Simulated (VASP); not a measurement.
# C (I4_1/amd) in VASP: a series of runs

C is run at these levels: PBEsol; tasks: single point.

Everything below comes from runs of VASP 6.6.1. Logs are shortened: lines on timing, memory, paths and dates and some standing lists are left out, and cuts for length are marked.

## (1) The cell of the first run

The structure is tetragonal, space group I4_1/amd (No. 141). Conventional cell: a = 2.522 Å, b = 2.522 Å, c = 3.852 Å, α = 90.00°, β = 90.00°, γ = 90.00°. C (site symmetry -4m2) has 4 C at 1.59 Å within 2.1 Å.

## (2) Single point, PBEsol (strain +0.000 along x and y, +0.080 along z)

INCAR reads:

```
SYSTEM = C
PREC = Accurate ; ENCUT = 520
EDIFF = 1E-6 ; ISMEAR = 0
SIGMA = 0.05 ; LREAL = .FALSE.
LASPH = .TRUE. ; NELM = 100
ALGO = Normal ; ISIF = 2
LWAVE = .FALSE. ; LCHARG = .FALSE.
GGA = PS ; NBANDS = 11
```

KPOINTS reads:

```
regular mesh
0
G
  12 12 12
  0 0 0
```

POSCAR reads:

```
C
1.0
    0.0000000000      1.7834000000      1.9260720000
    1.7834000000      0.0000000000      1.9260720000
    1.7834000000      1.7834000000      0.0000000000
C
2
Direct
    0.5000000000      0.5000000000      0.5000000000
    0.7500000000      0.7500000000      0.7500000000
```

Potentials or basis: VASP PAW PBE potentials, release 64 (C).

The run is started by

```
$ cat potpaw_PBE.64/C/POTCAR > POTCAR
$ mpirun -np 1 vasp_std > vasp.out
```

OUTCAR:

```text
SYSTEM = C
   PREC = Accurate
   ENCUT = 520
   EDIFF = 1E-6
   ISMEAR = 0
   LREAL = .FALSE.
   LASPH = .TRUE.
   NELM = 100
   ISIF = 2
   GGA = PS

 ion  position               nearest neighbor table
   1  0.500  0.500  0.500-   2 1.59   2 1.59   2 1.59   2 1.59
   2  0.750  0.750  0.750-   1 1.59   1 1.59   1 1.59   1 1.59

  LATTYP: Found a body centered tetragonal cell.
 ALAT       =     2.5221084671
 C/A-ratio  =     1.5273506474

  Lattice vectors:

 A1 = (  -1.7834000000,   0.0000000000,   1.9260720000)
 A2 = (   1.7834000000,   0.0000000000,   1.9260720000)
 A3 = (   0.0000000000,   1.7834000000,  -1.9260720000)

Analysis of symmetry for initial positions (statically):
=====================================================================
 Subroutine PRICEL returns:
 Original cell was already a primitive cell.

 Routine SETGRP: Setting up the symmetry group for a
 body centered tetragonal supercell.

 Subroutine GETGRP returns: Found 16 space group operations
 (whereof  8 operations were pure point group operations)
 out of a pool of 16 trial point group operations.

The static configuration has the point symmetry D_2d.
 The point group associated with its full space group is D_4h.

Analysis of symmetry for dynamics (positions and initial velocities):
=====================================================================
 Subroutine PRICEL returns:
 Original cell was already a primitive cell.

 Routine SETGRP: Setting up the symmetry group for a
 body centered tetragonal supercell.

 Subroutine GETGRP returns: Found 16 space group operations
 (whereof  8 operations were pure point group operations)
 out of a pool of 16 trial point group operations.

The dynamic configuration has the point symmetry D_2d.
 The point group associated with its full space group is D_4h.

 Subroutine INISYM returns: Found 16 space group operations
 (whereof  8 operations are pure point group operations),
 and found     1 'primitive' translations

----------------------------------------------------------------------------------------

                                     Primitive cell

  volume of cell :      12.2518

  direct lattice vectors                    reciprocal lattice vectors
     0.000000000  1.783400000  1.926072000    -0.280363351  0.280363351  0.259595695
     1.783400000  0.000000000  1.926072000     0.280363351 -0.280363351  0.259595695
     1.783400000  1.783400000  0.000000000     0.280363351  0.280363351 -0.259595695

  length of vectors
     2.624932172  2.624932172  2.522108467     0.473916809  0.473916809  0.473916809

  position of ions in fractional coordinates (direct lattice)
     0.500000000  0.500000000  0.500000000
     0.750000000  0.750000000  0.750000000

  ion indices of the primitive-cell ions
   primitive index   ion index
                 1           1
                 2           2

----------------------------------------------------------------------------------------

 KPOINTS: regular mesh

Automatic generation of k-mesh.
 Grid dimensions read from file:
 generate k-points for:   12   12   12

 Generating k-lattice:

  Cartesian coordinates                     Fractional coordinates (reciprocal lattice)
    -0.023363613  0.023363613  0.021632975     0.083333333  0.000000000  0.000000000
     0.023363613 -0.023363613  0.021632975     0.000000000  0.083333333  0.000000000
     0.023363613  0.023363613 -0.021632975     0.000000000  0.000000000  0.083333333

  Length of vectors
     0.039493067  0.039493067  0.039493067

  Shift w.r.t. Gamma in fractional coordinates (k-lattice)
     0.000000000  0.000000000  0.000000000

 Subroutine IBZKPT returns following result:
 ===========================================

 Found    163 irreducible k-points:

 Following reciprocal coordinates:
            Coordinates               Weight
  0.000000  0.000000  0.000000      1.000000
  0.083333  0.000000  0.000000      8.000000
  0.166667 -0.000000  0.000000      8.000000
  0.250000 -0.000000  0.000000      8.000000
  0.333333  0.000000  0.000000      8.000000
  0.416667  0.000000  0.000000      8.000000
[... 16 lines left out ...]
  0.500000  0.166667  0.000000      8.000000
 -0.416667  0.166667  0.000000      8.000000
 [... further k-points ...]
   k-points           NKPTS =    163   k-points in BZ     NKDIM =    163   number of bands    NBANDS=     11
   number of dos      NEDOS =    301   number of ions     NIONS =      2
   total plane-waves  NPLWV =   8000
   dimension x,y,z NGX =    20 NGY =   20 NGZ =   20
   dimension x,y,z NGXF=    40 NGYF=   40 NGZF=   40
   ions per type =               2
   NGX,Y,Z   is equivalent  to a cutoff of  12.67, 12.67, 13.18 a.u.
   NGXF,Y,Z  is equivalent  to a cutoff of  25.33, 25.33, 26.37 a.u.
 SYSTEM =  C
   PREC   = accura    normal or accurate (medium, high low for compatibility)
   ISTART =      0    job   : 0-new  1-cont  2-samecut
   ICHARG =      2    charge: 1-file 2-atom 10-const
   ISPIN  =      1    spin polarized calculation?
   LNONCOLLINEAR =      F non collinear calculations
   LSORBIT =      F    spin-orbit coupling
   LASPH  =      T    aspherical Exc in radial PAW
   ENCUT  =  520.0 eV  38.22 Ry    6.18 a.u.   4.88  4.88  4.69*2*pi/ulx,y,z
   NELM   =    100;   NELMIN=  2; NELMDL= -5     # of ELM steps
   EDIFF  = 0.1E-05   stopping-criterion for ELM
   LREAL  =      F    real-space projection
   EDIFFG = 0.1E-04   stopping-criterion for IOM
   NSW    =      0    number of steps for IOM
   IBRION =     -1    ionic relax: 0-MD 1-quasi-New 2-CG
   NFREE  =      0    steps in history (QN), initial steepest desc. (CG)
   ISIF   =      2    stress and relaxation
   ISYM   =      2    0-nonsym 1-usesym 2-fastsym
   POTIM  = 0.5000    time-step for ionic-motion
   TEBEG  =    0.0;   TEEND  =   0.0 temperature during run
   PSTRESS=    0.0 pullay stress
   NELECT =       8.0000    total number of electrons
   NUPDOWN=      -1.0000    fix difference up-down
   EMIN   =  10.00;   EMAX   =-10.00  energy-range for DOS
   EFERMI =   0.00;   METHOD = LEGACY
   ISMEAR =     0;   SIGMA  =   0.05  broadening in eV -4-tet -1-fermi 0-gaus
   EFERMI_NEDOS =   21; number of points for ismear=-14 and -15
   IALGO  =     38    algorithm
   IMIX   =      4    mixing-type and parameters
     AMIX     =   0.40;   BMIX     =  1.00
     AMIX_MAG =   1.60;   BMIX_MAG =  1.00
  volume/ion in A,a.u.               =       6.13        41.34
  Fermi-wavevector in a.u.,A,eV,Ry     =   1.420272  2.683925 27.445293  2.017172
  Thomas-Fermi vector in A             =   2.541205
   LORBIT       =      0    0 simple, 1 ext, 2 COOP (PROOUT), +10 PAW based schemes
   GGA     = PS    functional components
   LHFCALC =     F    Hartree Fock is set to
   AEXX    =    0.0000 exact exchange contribution
   IVDW    =     0    specifies the selected vdW correction
   LEPSILON=     F    determine dielectric tensor
   LRPA    =     F    only Hartree local field effects (RPA)
 non-spin polarized calculation
 Gauss-broadening in eV      SIGMA  =   0.05
  energy-cutoff  :      520.00
  volume of cell :       12.25
 maximum number of plane-waves:       344
   NGX =  9   NGY =  9   NGZ =  9

 number of electron       8.0000001 magnetization

 Free energy of the ion-electron system (eV)
  ---------------------------------------------------
  ext. energy  EPLUGINS =         0.00000000
  ---------------------------------------------------
  free energy    TOTEN  =       -19.00686298 eV

  energy without entropy =      -19.00686298  energy(sigma->0) =      -19.00686298

 E-fermi :   9.3793     XC(G=0): -13.0632

 val. band max:        9.0346612198   @ k =   0.0000   0.0000   0.0000
 cond. band min:      11.9794631424   @ k =   0.3333   0.0000   0.3333
 fundamental gap:      2.9448019225
 Fermi energy:         9.3792581515

 k-point     1 :       0.0000    0.0000    0.0000
  band No.  band energies     occupation
      1     -11.8775      2.00000
      2       7.8424      2.00000
      3       9.0347      2.00000
      4       9.0347      2.00000
      5      13.7153      0.00000
      6      13.7153      0.00000
      7      14.6182      0.00000
      8      20.1668      0.00000
      9      26.6920      0.00000
     10      31.8222      0.00000
     11      32.6840      0.00000

 k-point     2 :       0.0833    0.0000    0.0000
  band No.  band energies     occupation
      1     -11.6940      2.00000
      2       7.1775      2.00000
      3       8.2324      2.00000
      4       8.7545      2.00000
      5      14.1112      0.00000
      6      14.1214      0.00000
      7      15.1894      0.00000
      8      20.3815      0.00000
      9      27.0083      0.00000
     10      30.1965      0.00000
     11      33.6242      0.00000

 k-point     3 :       0.1667   -0.0000    0.0000
  band No.  band energies     occupation
      1     -11.1460      2.00000
      2       5.0336      2.00000
      3       7.2787      2.00000
      4       8.1585      2.00000
      5      14.7010      0.00000
      6      15.0303      0.00000
      7      16.2157      0.00000
      8      21.0167      0.00000
      9      27.6076      0.00000
     10      29.2728      0.00000
     11      31.7693      0.00000
[... 267 lines left out ...]
 k-point    23 :       0.5000    0.1667    0.0000
  band No.  band energies     occupation
      1      -6.6510      2.00000
      2      -2.5758      2.00000
      3       3.1201      2.00000
      4       5.6452      2.00000
      5      16.1576      0.00000
      6      18.2641      0.00000
      7      18.9033      0.00000
      8      22.7903      0.00000
      9      27.5279      0.00000
     10      30.2776      0.00000
     11      34.1209      0.00000

 k-point    24 :      -0.4167    0.1667    0.0000
  band No.  band energies     occupation
      1      -5.9810      2.00000
      2      -3.3693      2.00000
      3       2.7174      2.00000
      4       6.0239      2.00000
      5      16.6245      0.00000
      6      18.1575      0.00000
      7      18.4045      0.00000
      8      23.1252      0.00000
      9      27.5342      0.00000
     10      31.3301      0.00000
     11      32.0155      0.00000

 [... further k-points ...]

------------------------ aborting loop because EDIFF is reached ----------------------------------------

  FORCE on cell =-STRESS in cart. coord.  units (eV):
  Direction    XX          YY          ZZ          XY          YZ          ZX
  --------------------------------------------------------------------------------------
  -------------------------------------------------------------------------------------
  Total       -0.7142841     -0.7142841     -6.0639778      0.0000000      0.0000000      0.0000000
  in kB      -93.4074466    -93.4074466   -792.9907938      0.0000000      0.0000000      0.0000000
  external PRESSURE =    -326.6018957 kB  Pullay stress =       0.0000000 kB

 VOLUME and BASIS-vectors are now :
 -----------------------------------------------------------------------------
  energy-cutoff  :      520.00
  volume of cell :       12.25
      direct lattice vectors                 reciprocal lattice vectors
     0.000000000  1.783400000  1.926072000    -0.280363351  0.280363351  0.259595695
     1.783400000  0.000000000  1.926072000     0.280363351 -0.280363351  0.259595695
     1.783400000  1.783400000  0.000000000     0.280363351  0.280363351 -0.259595695

 POSITION                                       TOTAL-FORCE (eV/Angst)
 -----------------------------------------------------------------------------------
      1.78340      1.78340      1.92607         0.000000      0.000000      0.000000
      2.67510      2.67510      2.88911        -0.000000     -0.000000     -0.000000
 -----------------------------------------------------------------------------------
    total drift:                                0.000000     -0.000000      0.000000

  FREE ENERGIE OF THE ION-ELECTRON SYSTEM (eV)
  ---------------------------------------------------
  free  energy   TOTEN  =       -19.0068629767 eV

  energy  without entropy=      -19.0068629767  energy(sigma->0) =      -19.00686298
```

It took 14 s on 1 thread of Intel Xeon Platinum 8259CL at 2.50GHz (Skylake/Cascade Lake), shared host; peak memory 0.13 GiB.

What came out:

| Quantity | Value |
| --- | --- |
| Free energy | -19.0069 eV |
| Pressure | -32.7 GPa |
| Band gap on the k mesh | 2.94 eV (least direct gap 4.68 eV) |

Caveat: the cell differs from its parent crystal (strain +0.000 along x and y, +0.080 along z); the cell stands under tension; the PAW data sets were made with another functional, which shifts forces and pressure a little. A k mesh can miss the band edges.

## (3) Single point, PBEsol (strain +0.040 along x and y, +0.000 along z)

INCAR: that of step 2 with these lines changed.

```diff
@@ -4,3 +4,3 @@
 SIGMA = 0.05 ; LREAL = .FALSE.
-LASPH = .TRUE. ; NELM = 100
+LASPH = .TRUE. ; NELM = 80
 ALGO = Normal ; ISIF = 2
```

KPOINTS reads:

```
Automatic mesh
0
G
  12 12 12
  0 0 0
```

POSCAR reads:

```
C
1.0
    0.0000000000      1.8547360000      1.7834000000
    1.8547360000      0.0000000000      1.7834000000
    1.8547360000      1.8547360000      0.0000000000
C
2
Direct
    0.5000000000      0.5000000000      0.5000000000
    0.7500000000      0.7500000000      0.7500000000
```

Potentials or basis: VASP PAW PBE potentials, release 64 (C).

The run is started by

```
$ cat potpaw_PBE.64/C/POTCAR > POTCAR
$ mpirun -np 1 vasp_std > vasp.out
```

Run time: 14 s. Hardware: 1 thread of Intel Xeon Platinum 8259CL at 2.50GHz (Skylake/Cascade Lake), shared host; peak memory 0.12 GiB.

The run converged. Its results:

```
Free energy            : -19.1050 eV
Pressure               : -33.3 GPa
Band gap on the k mesh : 2.93 eV (least direct gap 4.67 eV)
```

Stress tensor (GPa, compression positive):
```
-43.92   0.00   0.00
  0.00 -43.92   0.00
  0.00   0.00 -12.17
```

Levels at points of the mesh, in eV from the valence-band top:
```csv
k point,band 1,band 2,band 3,band 4,band 5,band 6,band 7,band 8
"(0.00, 0.00, 0.00)",-20.85,-0.54,-0.54,0.00,4.67,5.13,5.13,11.25
"(0.50, 0.00, 0.00)",-15.45,-12.98,-3.29,-2.65,6.95,7.55,8.32,14.43
"(0.50, 0.50, 0.00)",-12.21,-12.21,-6.59,-6.59,3.51,3.51,15.39,15.39
"(0.50, 0.00, 0.50)",-12.78,-12.78,-6.04,-6.04,4.38,4.38,15.14,15.14
```

Caveat: the cell differs from its parent crystal (strain +0.040 along x and y, +0.000 along z); the cell stands under tension; the PAW data sets were made with another functional, which shifts forces and pressure a little.
